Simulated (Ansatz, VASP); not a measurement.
Hf2Sc in VASP and in Ansatz

File INCAR:

```
SYSTEM = Hf2Sc
PREC = Accurate
ENCUT = 600
EDIFF = 1E-6
ISMEAR = 0
SIGMA = 0.1
LREAL = .False.
LASPH = .True.
NELM = 100
ALGO = Normal
ISIF = 3
LWAVE = .False.
LCHARG = .False.
GGA = PE
IBRION = 2
NSW = 90
EDIFFG = -0.04
```

The input KPOINTS:

```
Automatic mesh
0
Gamma
  6 6 6
  0 0 0
```

POSCAR

```
Hf2Sc
1.0
    5.0101692727      0.0000000000      0.0000000000
   -2.5050846364      4.3389338674      0.0000000000
    0.0000000000      0.0000000000      3.1021214083
Hf Sc
2 1
Direct
    0.3333333333      0.6666666667      0.5000000000
    0.6666666667      0.3333333333      0.5000000000
    0.0000000000      0.0000000000      0.0000000000
```

Input for Ansatz:

```yaml
crystal:
  lattice:
    - [5.0101692727, 0.0, 0.0]
    - [-2.5050846364, 4.3389338674, 0.0]
    - [0.0, 0.0, 3.1021214083]
  atoms:
    - { symbol: Hf, position: [0.3333333333, 0.6666666667, 0.5] }
    - { symbol: Hf, position: [0.6666666667, 0.3333333333, 0.5] }
    - { symbol: Sc, position: [0.0, 0.0, 0.0] }
basis:
  ecutwfc: 420
kpoints:
  mp_grid: { grid: [6, 6, 6] }
hamiltonian:
  xc: pbe
scf:
  occupations: { method: gaussian, width: 0.1 }
  lower_state_search: "off"
output:
  forces: true
  stress: true
  eigenvalues: true
relax:
  adjacent_minimum: "off"
  f_tol: 0.04
  max_steps: 70
  cell: { stress_tol: 0.4 }
```

Alike in both runs: task relaxation of cell and atoms; functional PBE; k mesh 6 × 6 × 6; occupations gaussian, width 0.1 eV; no spin polarisation.

```csv
,VASP,Ansatz
version,VASP 6.6.1,Ansatz 0.2.0
potentials or method,"VASP PAW PBE potentials, release 64 (Hf_pv, Sc_sv), cutoff 600 eV","scalar-relativistic, plane waves, PAW"
valence electrons in the cell,31,63
```

Ansatz gave:

| Quantity | Value |
| --- | --- |
| gap on the k mesh at the Fermi level, each at its own relaxed structure (eV) | none |
| relaxed volume (Å³/atom) | 22.65 |
| relaxed cell length with the largest relative difference (Å) | 4.997 |

**Question.** What did VASP give for the same quantities?

**Answer.** gap on the k mesh at the Fermi level, each at its own relaxed structure (eV): none; relaxed volume (Å³/atom): 22.57; relaxed cell length with the largest relative difference (Å): 4.989.

A gap of «none» marks a metal or a gap that the smearing closes. VASP's potentials hold 31 valence electrons a cell and Ansatz's 63, so a difference there can come from the potentials and not from the codes.

Neither program's run includes spin-orbit coupling.
